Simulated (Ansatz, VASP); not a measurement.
# One calculation of TiCo, two programs

```
CELL_PARAMETERS angstrom
2.98611 0.00000 0.00000
0.00000 2.98611 0.00000
0.00000 0.00000 2.98611
ATOMIC_POSITIONS crystal
Co 0.50000 0.50000 0.50000
Ti 0.00000 0.00000 0.00000
```

Alike in both runs: task single point; functional LDA; k mesh 9 × 9 × 9; occupations fermi-dirac, width 0.05 eV; collinear spin.

```csv
,VASP,Ansatz
version,VASP 6.6.1,Ansatz 0.2.0
potentials or method,"VASP PAW LDA potentials, release 64 (Co, Ti_sv), cutoff 520 eV","all-electron LAPW, scalar-relativistic"
```

VASP gave:

| Property | Result |
| --- | --- |
| gap on the k mesh at the Fermi level (eV) | none |
| pressure (GPa) | -14.9 |
| net moment per atom (μB) | 0.22 |
| size of the moment on the site where the two differ most (μB) | 0.46 |

Question: Estimate Ansatz's values.

Answer: gap on the k mesh at the Fermi level (eV): none; pressure (GPa): -14.7; net moment per atom (μB): 0.25; size of the moment on the site where the two differ most (μB): 0.54.

LDA's correlation is that of Perdew and Zunger in VASP and of Perdew and Wang (1992) in Ansatz. Site moments also hang on the region over which each program counts them. A gap of «none» marks a metal or a gap that the smearing closes. Ansatz ran all-electron here, and VASP with PAW potentials.
